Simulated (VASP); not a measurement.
# SnO (P4/nmm) in VASP: further runs

SnO is run at these levels: PBE+D3(BJ); tasks: single point.

All numbers are computed with VASP 6.6.1; they aren't measurements. Logs are shortened: lines on timing, memory, paths and dates and some standing lists are left out, and cuts for length are marked.

## (1) The cell of the first run

It takes space group P4/nmm (No. 129, tetragonal). The conventional cell has a = 3.818 Å, b = 3.818 Å, c = 4.661 Å, α = 90.00°, β = 90.00°, γ = 90.00°. Sn (site symmetry 4mm) has 4 O at 2.23 Å within 3.0 Å. O (site symmetry -4m2) has 4 Sn at 2.23 Å and 4 O at 2.70 Å within 3.0 Å.

## (2) Single point, PBE+D3(BJ) (16.99 Å³/atom)

INCAR

```
PREC = Accurate ; ENCUT = 520
EDIFF = 1E-6 ; ISMEAR = 0
SIGMA = 0.1 ; LREAL = F
LASPH = T ; NELM = 80
ALGO = Normal ; ISIF = 2
LWAVE = F ; LCHARG = F
GGA = PE ; IVDW = 12
NBANDS = 28
```

KPOINTS

```
Automatic mesh
0
Gamma
  12 12 10
```

POSCAR

```
SnO
1.0
    3.8181121088      0.0000000000      0.0000000000
    0.0000000000      3.8181121088      0.0000000000
    0.0000000000      0.0000000000      4.6613752049
Sn O
2 2
Direct
    0.5000000000      0.0000000000      0.2488574788
    0.0000000000      0.5000000000      0.7511425212
    0.0000000000      0.0000000000      0.0000000000
    0.5000000000      0.5000000000      0.0000000000
```

Potentials or basis: VASP PAW PBE potentials, release 64 (Sn_d, O).

On the command line:

```sh
> cat potpaw_PBE.64/Sn_d/POTCAR potpaw_PBE.64/O/POTCAR > POTCAR
> mpirun -np 1 vasp_std > vasp.out
```

OUTCAR:

```text
PREC = Accurate
   ENCUT = 520
   EDIFF = 1E-6
   ISMEAR = 0
   LREAL = F
   LASPH = T
   NELM = 80
   ISIF = 2
   GGA = PE
   IVDW = 12
 IVDW          = 12

 ion  position               nearest neighbor table
   1  0.500  0.000  0.249-   3 2.23   4 2.23   4 2.23   3 2.23   2 3.56   2 3.56   2 3.56   2 3.56
                             2 3.57   2 3.57   2 3.57   2 3.57
   2  0.000  0.500  0.751-   3 2.23   4 2.23   3 2.23   4 2.23   1 3.56   1 3.56   1 3.56   1 3.56
                             1 3.57   1 3.57   1 3.57   1 3.57
   3  0.000  0.000  0.000-   1 2.23   2 2.23   2 2.23   1 2.23
   4  0.500  0.500  0.000-   1 2.23   2 2.23   1 2.23   2 2.23

  LATTYP: Found a simple tetragonal cell.
 ALAT       =     3.8181121088
 C/A-ratio  =     1.2208586527

  Lattice vectors:

 A1 = (   3.8181121088,   0.0000000000,   0.0000000000)
 A2 = (   0.0000000000,   3.8181121088,   0.0000000000)
 A3 = (   0.0000000000,   0.0000000000,   4.6613752049)

Analysis of symmetry for initial positions (statically):
=====================================================================
 Subroutine PRICEL returns:
 Original cell was already a primitive cell.

 Routine SETGRP: Setting up the symmetry group for a
 simple tetragonal supercell.

 Subroutine GETGRP returns: Found 16 space group operations
 (whereof  8 operations were pure point group operations)
 out of a pool of 16 trial point group operations.

The static configuration has the point symmetry D_2d.
 The point group associated with its full space group is D_4h.

Analysis of symmetry for dynamics (positions and initial velocities):
=====================================================================
 Subroutine PRICEL returns:
 Original cell was already a primitive cell.

 Routine SETGRP: Setting up the symmetry group for a
 simple tetragonal supercell.

 Subroutine GETGRP returns: Found 16 space group operations
 (whereof  8 operations were pure point group operations)
 out of a pool of 16 trial point group operations.

The dynamic configuration has the point symmetry D_2d.
 The point group associated with its full space group is D_4h.

 Subroutine INISYM returns: Found 16 space group operations
 (whereof  8 operations are pure point group operations),
 and found     1 'primitive' translations

----------------------------------------------------------------------------------------

[... 95 lines left out ...]
   NELM   =     80;   NELMIN=  2; NELMDL= -5     # of ELM steps
   EDIFF  = 0.1E-05   stopping-criterion for ELM
   LREAL  =      F    real-space projection
   EDIFFG = 0.1E-04   stopping-criterion for IOM
   NSW    =      0    number of steps for IOM
   IBRION =     -1    ionic relax: 0-MD 1-quasi-New 2-CG
   NFREE  =      0    steps in history (QN), initial steepest desc. (CG)
   ISIF   =      2    stress and relaxation
   ISYM   =      2    0-nonsym 1-usesym 2-fastsym
   POTIM  = 0.5000    time-step for ionic-motion
   TEBEG  =    0.0;   TEEND  =   0.0 temperature during run
   PSTRESS=    0.0 pullay stress
   NELECT =      40.0000    total number of electrons
   NUPDOWN=      -1.0000    fix difference up-down
   EMIN   =  10.00;   EMAX   =-10.00  energy-range for DOS
   EFERMI =   0.00;   METHOD = LEGACY
   ISMEAR =     0;   SIGMA  =   0.10  broadening in eV -4-tet -1-fermi 0-gaus
   EFERMI_NEDOS =   21; number of points for ismear=-14 and -15
   IALGO  =     38    algorithm
   IMIX   =      4    mixing-type and parameters
     AMIX     =   0.40;   BMIX     =  1.00
     AMIX_MAG =   1.60;   BMIX_MAG =  1.00
  volume/ion in A,a.u.               =      16.99       114.64
  Fermi-wavevector in a.u.,A,eV,Ry     =   1.372011  2.592725 25.611811  1.882415
  Thomas-Fermi vector in A             =   2.497657
   LORBIT       =      0    0 simple, 1 ext, 2 COOP (PROOUT), +10 PAW based schemes
   GGA     = PE    functional components
   LHFCALC =     F    Hartree Fock is set to
   AEXX    =    0.0000 exact exchange contribution
   IVDW    =    12    specifies the selected vdW correction
   LEPSILON=     F    determine dielectric tensor
   LRPA    =     F    only Hartree local field effects (RPA)
 non-spin polarized calculation
 Gauss-broadening in eV      SIGMA  =   0.10
  energy-cutoff  :      520.00
  volume of cell :       67.95
 maximum number of plane-waves:      1848
   NGX = 15   NGY = 15   NGZ = 17

 number of electron      39.9999995 magnetization

 Free energy of the ion-electron system (eV)
  ---------------------------------------------------
  ext. energy  EPLUGINS =         0.00000000
  ---------------------------------------------------
  free energy    TOTEN  =       -22.65119571 eV

  energy without entropy =      -22.65019782  energy(sigma->0) =      -22.65069677

 E-fermi :   7.5231     XC(G=0): -10.4526

 val. band max:        7.4947037391   @ k =   0.0833   0.0000   0.0000
 cond. band min:       7.6211492602   @ k =   0.4167   0.4167   0.0000
 fundamental gap:      0.1264455211
 Fermi energy:         7.5231109031

 k-point     1 :       0.0000    0.0000    0.0000
  band No.  band energies     occupation
      1     -14.5186      2.00000
      2     -14.1128      2.00000
      3     -14.1128      2.00000
      4     -14.0969      2.00000
      5     -14.0690      2.00000
      6     -14.0630      2.00000
[... 733 lines left out ...]
     27      15.2101      0.00000
     28      15.6547      0.00000

 [... further k-points ...]

------------------------ aborting loop because EDIFF is reached ----------------------------------------

 Edisp (eV)   -0.96925

 E8    (eV) :    -0.4204

  FORCE on cell =-STRESS in cart. coord.  units (eV):
  Direction    XX          YY          ZZ          XY          YZ          ZX
  --------------------------------------------------------------------------------------
  -------------------------------------------------------------------------------------
  Total       0.60467     0.60467     0.55444     0.00000     0.00000     0.00000
  in kB      14.25675    14.25675    13.07227     0.00000     0.00000     0.00000
  external pressure =       13.86 kB  Pullay stress =        0.00 kB

 VOLUME and BASIS-vectors are now :
 -----------------------------------------------------------------------------
  energy-cutoff  :      520.00
  volume of cell :       67.95
      direct lattice vectors                 reciprocal lattice vectors
     3.818112109  0.000000000  0.000000000     0.261909544  0.000000000  0.000000000
     0.000000000  3.818112109  0.000000000     0.000000000  0.261909544  0.000000000
     0.000000000  0.000000000  4.661375205     0.000000000  0.000000000  0.214528965

 POSITION                                       TOTAL-FORCE (eV/Angst)
 -----------------------------------------------------------------------------------
      1.90906      0.00000      1.16002         0.000000     -0.000000      0.071669
      0.00000      1.90906      3.50136         0.000000     -0.000000     -0.071669
      0.00000      0.00000      0.00000         0.000000      0.000000     -0.000000
      1.90906      1.90906      0.00000        -0.000000     -0.000000     -0.000000
 -----------------------------------------------------------------------------------
    total drift:                                0.000000      0.000000      0.000000

  FREE ENERGIE OF THE ION-ELECTRON SYSTEM (eV)
  ---------------------------------------------------
  free  energy   TOTEN  =       -23.6204494724 eV

  energy  without entropy=      -23.6194515807  energy(sigma->0) =      -23.61995053
```

stdout:

```text
POSCAR found type information on POSCAR SnO
 POSCAR found :  2 types and       4 ions
 scaLAPACK will be used
 LDA part: xc-table for (Slater+PW92), standard interpolation
 POSCAR, INCAR and KPOINTS ok, starting setup
 FFT: planning ... GRIDC
 FFT: planning ... GRID_SOFT
 FFT: planning ... GRID
 WAVECAR not read
 entering main loop
```

Run time: 96 s. Hardware: 1 thread of Intel Xeon 6975P-C (Granite Rapids), shared host; peak memory 0.37 GiB.

Results:

```
Free energy                : -23.6204 eV
Pressure                   : 1.4 GPa
Largest force              : 0.072 eV/Å
Band gap on the k mesh     : zero (bands 20 and 21 overlap by 0.20 eV)
Dispersion energy per atom : -0.242 eV
```

Forces in eV/Å, atoms in the order of the input:
```
Sn   0.000  0.000  0.072
Sn   0.000  0.000 -0.072
O    0.000  0.000  0.000
O    0.000  0.000  0.000
```

Caveat: semilocal functionals underestimate gaps, so a narrow gap can read as zero; spin-orbit coupling is left out, which moves the levels of the heavy elements.

## (3) Single point, PBE+D3(BJ)

This run uses another cell than the first one, of 17.46 Å³/atom.

INCAR

```
SYSTEM = SnO
PREC = Accurate
ENCUT = 520
EDIFF = 1E-6
ISMEAR = 0
SIGMA = 0.1
LREAL = .FALSE.
LASPH = .TRUE.
NELM = 80
ALGO = Normal
ISIF = 2
LWAVE = .FALSE.
LCHARG = .TRUE.
GGA = PE
IVDW = 12
LELF = .TRUE.
LVHAR = .TRUE.
NBANDS = 28
```

KPOINTS

```
regular mesh
0
G
  12 12 10
  0 0 0
```

POSCAR

```
SnO
1.0
    3.7986000000      0.0000000000      0.0000000000
    0.0000000000      3.7986000000      0.0000000000
    0.0000000000      0.0000000000      4.8408000000
Sn O
2 2
Direct
    0.5000000000      0.0000000000      0.2369000000
    0.0000000000      0.5000000000      0.7631000000
    0.0000000000      0.0000000000      0.0000000000
    0.5000000000      0.5000000000      0.0000000000
```

Potentials or basis: VASP PAW PBE potentials, release 64 (Sn_d, O).

On the command line:

```sh
> cat potpaw_PBE.64/Sn_d/POTCAR potpaw_PBE.64/O/POTCAR > POTCAR
> mpirun -np 1 vasp_std > vasp.out
```

Wall time 1.7 min (1 thread of Intel Xeon 6975P-C (Granite Rapids), shared host); peak memory 0.37 GiB.

The run converged. Its results:

| Property | Result |
| --- | --- |
| Free energy | -23.6009 eV |
| Pressure | 2.9 GPa |
| Largest force | 0.604 eV/Å |
| Dispersion energy per atom | -0.235 eV |

Forces on the atoms (eV/Å):
```
Sn   0.000  0.000  0.604
Sn   0.000  0.000 -0.604
O    0.000  0.000  0.000
O    0.000  0.000  0.000
```

Stress tensor (GPa, compression positive):
```
3.28 0.00 0.00
0.00 3.28 0.00
0.00 0.00 2.14
```

Levels at points of the mesh, in eV from the Fermi level:
| k point | band 18 | band 19 | band 20 | band 21 | band 22 | band 23 |
| --- | --- | --- | --- | --- | --- | --- |
| (0.00, 0.00, 0.00) | -3.35 | -3.35 | -0.09 | 2.00 | 4.23 | 4.61 |
| (0.50, 0.00, 0.00) | -5.03 | -2.84 | -2.84 | 3.09 | 3.09 | 5.84 |
| (0.50, 0.50, 0.00) | -2.68 | -2.00 | -2.00 | -0.02 | -0.02 | 4.37 |
| (0.00, 0.00, 0.50) | -3.37 | -3.22 | -2.37 | 1.58 | 2.88 | 2.88 |
| (0.50, 0.00, 0.50) | -5.00 | -1.87 | -1.87 | 2.48 | 2.48 | 5.35 |
| (0.50, 0.50, 0.50) | -2.78 | -2.69 | -2.69 | 2.24 | 2.24 | 3.94 |

Caveat: spin-orbit coupling is left out, which moves the levels of the heavy elements.

[end of part 1 of 2]
